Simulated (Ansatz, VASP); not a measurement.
This is a calculation of Ge for VASP 6.6.1.

The input INCAR:

```
SYSTEM = Ge
ALGO = Normal
EDIFF = 1E-6
ENCUT = 520
GGA = PE
ISIF = 2
ISMEAR = 0
LASPH = .TRUE.
LCHARG = .TRUE.
LELF = .TRUE.
LREAL = .FALSE.
LVHAR = .TRUE.
LWAVE = .FALSE.
NBANDS = 21
NELM = 80
PREC = Accurate
SIGMA = 0.023
```

KPOINTS

```
k-points
0
G
  11 11 11
  0 0 0
```

POSCAR

```
Ge
1.0
   -2.5744897190      2.5744897190      1.3974126432
    2.5744897190     -2.5744897190      1.3974126432
    2.5744897190      2.5744897190     -1.3974126432
Ge
2
Direct
    0.5000000000      0.5000000000      0.0000000000
    0.2500000000      0.7500000000      0.5000000000
```

Potentials or basis: VASP PAW PBE potentials, release 64 (Ge_d).

Launch:

```sh
$ cat potpaw_PBE.64/Ge_d/POTCAR > POTCAR
$ mpirun -np 1 vasp_std > vasp.out
```

Task: Translate it to Ansatz 0.2.0. Potentials there: all-electron LAPW, scalar-relativistic.

Result: As run (the cutoff follows the program's own potentials):

The input input.yaml:

```yaml
crystal:
  lattice:
    - [-2.574489719, 2.574489719, 1.3974126432]
    - [2.574489719, -2.574489719, 1.3974126432]
    - [2.574489719, 2.574489719, -1.3974126432]
  atoms:
    - { symbol: Ge, position: [0.5, 0.5, 0.0] }
    - { symbol: Ge, position: [0.25, 0.75, 0.5] }
kpoints:
  mp_grid: { grid: [11, 11, 11] }
scf:
  occupations: { method: gaussian, width: 0.023 }
hamiltonian:
  xc: pbe
  pseudopotentials: { kind: all_electron, lapw: { basis_error: 0.001 } }
output:
  forces: true
  stress: true
  eigenvalues: true
```

Potentials or basis: all-electron LAPW, scalar-relativistic.

Command:

```console
$ ansatz run input.yaml --threads 1 --pin off --max-ram 3072MiB --backend cpu --events-out ev --progress --plain --runs-dir out
```

Both were run:

|  | VASP | Ansatz | Ansatz less VASP |
| --- | --- | --- | --- |
| gap on the k mesh at the Fermi level (eV) | none | none | - |
| pressure (GPa) | 3.1 | 3.3 | +0.15 |
| traceless stress, the component that is largest in VASP (GPa) | 0.30 | 0.30 | -0.005 |

A gap of «none» marks a metal or a gap that the smearing closes. Ansatz ran all-electron here, and VASP with PAW potentials.
